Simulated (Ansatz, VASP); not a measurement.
**SiS2 in VASP and in Ansatz**

```
Si S
1.0
    -2.87469    4.91045    2.77435
     2.87469   -4.91045    2.77435
     2.87469    4.91045   -2.77435
Si S
2 4
Direct
  0.75000 0.75000 0.00000
  0.25000 0.25000 0.00000
  0.88377 0.79643 0.68020
  0.11623 0.20357 0.31980
  0.61623 0.29643 0.91265
  0.38377 0.70357 0.08735
```

Alike in both runs: task electric field gradients; functional r2SCAN; k mesh 8 × 8 × 8; occupations fermi-dirac, width 0.01 eV; no spin polarisation.

|  | VASP | Ansatz |
| --- | --- | --- |
| version | VASP 6.6.1 | Ansatz 0.2.0 |
| potentials or method | VASP PAW PBE potentials, release 64 (Si, S) | plane-wave PAW, scalar-relativistic |
| plane-wave cutoff (eV) | 440 | 500 |
| valence electrons in the cell | 32 | 32 |

Ansatz gave:

```
gap on the k mesh at the Fermi level (eV)                     : 3.23
pressure (GPa)                                                : -0.8
traceless stress, the component that is largest in VASP (GPa) : 0.04
rms of the force components (eV/Å)                            : 0.135
size of Vzz on the site where it differs most (V/Å²)          : 130.4
```

Question: What did VASP give for the same quantities?

Answer: gap on the k mesh at the Fermi level (eV): 3.24; pressure (GPa): -1.0; traceless stress, the component that is largest in VASP (GPa): 0.05; rms of the force components (eV/Å): 0.157; size of Vzz on the site where it differs most (V/Å²): 126.2.

VASP's potentials were made for PBE, not for r2SCAN. Atom by atom the forces differ by 0.022 eV/Å (rms over components).
